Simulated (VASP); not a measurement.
# ZnS (P6_3mc) in VASP: settings compared, part 2 of 2

VASP 6.6.1.

## Step 3: Vibrations by perturbation theory, PBE

This run uses another cell than the first one, of 19.40 Å³/atom.

The input, INCAR:

```
SYSTEM = ZnS
ALGO     = Normal         ! electronic algorithm
EDIFF    = 1E-8           ! SCF threshold, eV
ENCUT    = 520            ! plane-wave cutoff, eV
GGA      = PE             ! functional
IBRION   = 8              ! ionic algorithm
ISIF     = 2              ! what is computed and relaxed
ISMEAR   = 0              ! smearing method
LASPH    = .TRUE.         ! aspherical terms in the spheres
LCHARG   = .FALSE.        ! write CHGCAR
LEPSILON = .TRUE.         ! dielectric tensor by DFPT
LREAL    = .FALSE.        ! projectors in reciprocal space
LWAVE    = .FALSE.        ! write WAVECAR
NELM     = 100            ! most SCF steps
NSW      = 1              ! ionic steps
PREC     = Accurate       ! precision mode
SIGMA    = 0.01           ! smearing width, eV
```

The input, KPOINTS:

```
k-points
0
G
  12 12 6
  0 0 0
```

The input, POSCAR:

```
ZnS
1.0
    3.7929593505      0.0000000000      0.0000000000
   -1.8964796753      3.2847991531      0.0000000000
    0.0000000000      0.0000000000      6.2276474148
Zn S
2 2
Direct
    0.3333333333      0.6666666667      0.0054712950
    0.6666666667      0.3333333333      0.5054712950
    0.3333333333      0.6666666667      0.3795287050
    0.6666666667      0.3333333333      0.8795287050
```

Potentials or basis: VASP PAW PBE potentials, release 64 (Zn, S).

Launch:

```console
$ cat potpaw_PBE.64/Zn/POTCAR potpaw_PBE.64/S/POTCAR > POTCAR
$ mpirun -np 1 vasp_std > vasp.out
```

OUTCAR:

```text
SYSTEM = ZnS
   EDIFF = 1E-8
   ENCUT = 520
   GGA = PE
   IBRION = 8
   ISIF = 2
   ISMEAR = 0
   LASPH = .TRUE.
   LEPSILON = .TRUE.
   LREAL = .FALSE.
   NELM = 100
   NSW = 1
   PREC = Accurate

 ion  position               nearest neighbor table
   1  0.333  0.667  0.005-   4 2.33   4 2.33   4 2.33   3 2.33
   2  0.667  0.333  0.505-   3 2.33   3 2.33   3 2.33   4 2.33
   3  0.333  0.667  0.380-   2 2.33   2 2.33   2 2.33   1 2.33
   4  0.667  0.333  0.880-   1 2.33   1 2.33   1 2.33   2 2.33

  LATTYP: Found a hexagonal cell.
 ALAT       =     3.7929593505
 C/A-ratio  =     1.6418966931

  Lattice vectors:

 A1 = (   3.7929593505,   0.0000000000,   0.0000000000)
 A2 = (  -1.8964796753,   3.2847991531,   0.0000000000)
 A3 = (   0.0000000000,   0.0000000000,   6.2276474148)

Analysis of symmetry for initial positions (statically):
=====================================================================
 Subroutine PRICEL returns:
 Original cell was already a primitive cell.

 Routine SETGRP: Setting up the symmetry group for a
 hexagonal supercell.

 Subroutine GETGRP returns: Found 12 space group operations
[... 910 lines left out ...]
  x    -0.00000     0.00000     0.00000     6.67008    -0.00000     4.08457
  y     6.67008    -6.67008    -0.00000     0.00000     3.61733    -0.00000
  z     3.86210     3.86210    -7.04305    -0.00000     0.00000    -0.00000

 SECOND DERIVATIVES (NOT SYMMETRIZED)
 ------------------------------------
               1X          1Y          1Z          2X          2Y          2Z          3X          3Y          3Z          4X          4Y          4Z
  1X    -6.092546    0.000000    0.000000   -0.195069    0.000000   -0.000000    0.230936   -0.000000    0.000000    6.056679   -0.000000   -0.000000
  1Y     0.000000   -6.092546    0.000000    0.000000   -0.195069    0.000000   -0.000000    0.230936   -0.000000   -0.000000    6.056679    0.000000
  1Z    -0.000000    0.000000   -8.060818   -0.000000    0.000000    1.898708    0.000000    0.000000    4.367061    0.000000   -0.000000    1.795049
  2X    -0.195069    0.000000    0.000000   -6.092546    0.000000   -0.000000    6.056679   -0.000000   -0.000000    0.230936   -0.000000    0.000000
  2Y     0.000000   -0.195069    0.000000    0.000000   -6.092546    0.000000   -0.000000    6.056679   -0.000000   -0.000000    0.230936    0.000000
  2Z     0.000000   -0.000000    1.898708    0.000000    0.000000   -8.060818    0.000000    0.000000    1.795049    0.000000    0.000000    4.367061
  3X     0.242873   -0.000000   -0.000000    6.068968   -0.000000    0.000000   -6.889630    0.000000   -0.000000    0.577788   -0.000000   -0.000000
  3Y    -0.000000    0.242873   -0.000000   -0.000000    6.068968    0.000000    0.000000   -6.889630    0.000000   -0.000000    0.577788    0.000000
  3Z     0.000000    0.000000    4.352179    0.000000    0.000000    1.761371    0.000000    0.000000   -9.708703    0.000000   -0.000000    3.595152
  4X     6.068968   -0.000000    0.000000    0.242873   -0.000000    0.000000    0.577788   -0.000000   -0.000000   -6.889630    0.000000    0.000000
  4Y    -0.000000    6.068968   -0.000000   -0.000000    0.242873   -0.000000   -0.000000    0.577788    0.000000    0.000000   -6.889630    0.000000
  4Z    -0.000000   -0.000000    1.761371   -0.000000    0.000000    4.352179   -0.000000    0.000000    3.595152   -0.000000    0.000000   -9.708703

 Eigenvectors and eigenvalues of the dynamical matrix
 ----------------------------------------------------

   1 f  =   10.209410 THz    64.147614 2PiTHz  340.549256 cm-1    42.222707 meV
             X         Y         Z           dx          dy          dz
     -0.000000  2.189866  0.034073     0.000000    0.000000    0.142413
      1.896480  1.094933  3.147897    -0.000000    0.000000   -0.142413
     -0.000000  2.189866  2.363571    -0.000000   -0.000000   -0.692617
      1.896480  1.094933  5.477395    -0.000000   -0.000000    0.692617
[... 71 lines left out ...]
  12 f/i=    0.015530 THz     0.097579 2PiTHz    0.518030 cm-1     0.064227 meV
             X         Y         Z           dx          dy          dz
     -0.000000  2.189866  0.034073     0.000000   -0.000000    0.578455
      1.896480  1.094933  3.147897     0.000000   -0.000000    0.578455
     -0.000000  2.189866  2.363571     0.000000   -0.000000    0.406682
      1.896480  1.094933  5.477395     0.000000   -0.000000    0.406682

--------------------------------------------------------------------------------------------------------

 MACROSCOPIC STATIC DIELECTRIC TENSOR IONIC CONTRIBUTION
 ------------------------------------------------------
           2.741805    -0.000000    -0.000000
          -0.000000     2.741805    -0.000000
          -0.000000    -0.000000     3.128853
 ------------------------------------------------------

 ELASTIC MODULI CONTR FROM IONIC RELAXATION (kBar)
 Direction    XX          YY          ZZ          XY          YZ          ZX
 --------------------------------------------------------------------------------
 XX        -346.6147    145.9021    183.0089      0.0000      0.0000      0.0000
 YY         145.9021   -346.6147    183.0089      0.0000      0.0000      0.0000
 ZZ         183.0089    183.0089   -333.7336     -0.0000     -0.0000     -0.0000
 XY           0.0000      0.0000     -0.0000   -246.2584     -0.0000      0.0000
 YZ           0.0000      0.0000     -0.0000     -0.0000    -90.2239      0.0000
 ZX           0.0000      0.0000     -0.0000      0.0000      0.0000   -104.9436
 --------------------------------------------------------------------------------

 PIEZOELECTRIC TENSOR IONIC CONTR  for field in x, y, z        (C/m^2)
          XX          YY          ZZ          XY          YZ          ZX
  --------------------------------------------------------------------------------
  x     0.00000     0.00000    -0.00000     0.00000     0.00000    -0.50474
  y     0.00000    -0.00000    -0.00000    -0.00000    -0.46801     0.00000
  z    -0.52728    -0.52728     0.96153     0.00000     0.00000     0.00000
```

stdout:

```text
POSCAR found type information on POSCAR ZnS
 POSCAR found :  2 types and       4 ions
 scaLAPACK will be used
 LDA part: xc-table for (Slater+PW92), standard interpolation
 POSCAR, INCAR and KPOINTS ok, starting setup
 FFT: planning ... GRIDC
 FFT: planning ... GRID_SOFT
 FFT: planning ... GRID
 WAVECAR not read
[... 32 lines left out ...]
 first order change of Fermi-energy  -0.14284E+00
 force on displaced ion       1 direction 3 :  -0.000  -0.000  -8.061
 Born effective charge ion    1 direction 3 :  -0.000   0.000   2.028
 Linear response progress:
 first order change of Fermi-energy   0.15842E-01
 force on displaced ion       3 direction 1 :  -6.890   0.000   0.000
 Born effective charge ion    3 direction 1 :  -1.924  -0.000  -0.000
 Linear response progress:
 first order change of Fermi-energy   0.13865E+00
 force on displaced ion       3 direction 3 :  -0.000   0.000  -9.709
 Born effective charge ion    3 direction 3 :   0.000  -0.000  -2.029
 Born effective charges drift removed
 Linear response finished
```

It took 89 min on 1 thread of Oxide Virtual Turin-like, shared host; peak memory 1.4 GiB.

What came out:

| Property | Result |
| --- | --- |
| Electronic dielectric tensor (diagonal) | 5.79, 5.79, 5.92 |
| Born charges (mean of the diagonal) | Zn +1.96; S -1.96 e |
| Highest phonon frequency at Γ, LO-TO splitting left out | 341 cm⁻¹ |

Phonon frequencies in cm⁻¹ (negative: imaginary):
| q point | frequencies |
| --- | --- |
| (0.000, 0.000, 0.000) | -1 0 0 65 65 196 278 282 282 289 289 341 |

Electronic dielectric tensor:
```
5.79 0.00 0.00
0.00 5.79 0.00
0.00 0.00 5.92
```

Born effective charge tensors (e):
atom 1, Zn
```
1.92 0.00 0.00
0.00 1.92 0.00
0.00 0.00 2.03
```
atom 2, Zn
```
1.92 0.00 0.00
0.00 1.92 0.00
0.00 0.00 2.03
```
atom 3, S
```
-1.92  0.00  0.00
 0.00 -1.92  0.00
 0.00  0.00 -2.03
```
atom 4, S
```
-1.92  0.00  0.00
 0.00 -1.92  0.00
 0.00  0.00 -2.03
```

Caveat: the cell stands under pressure or tension, which shifts response properties.
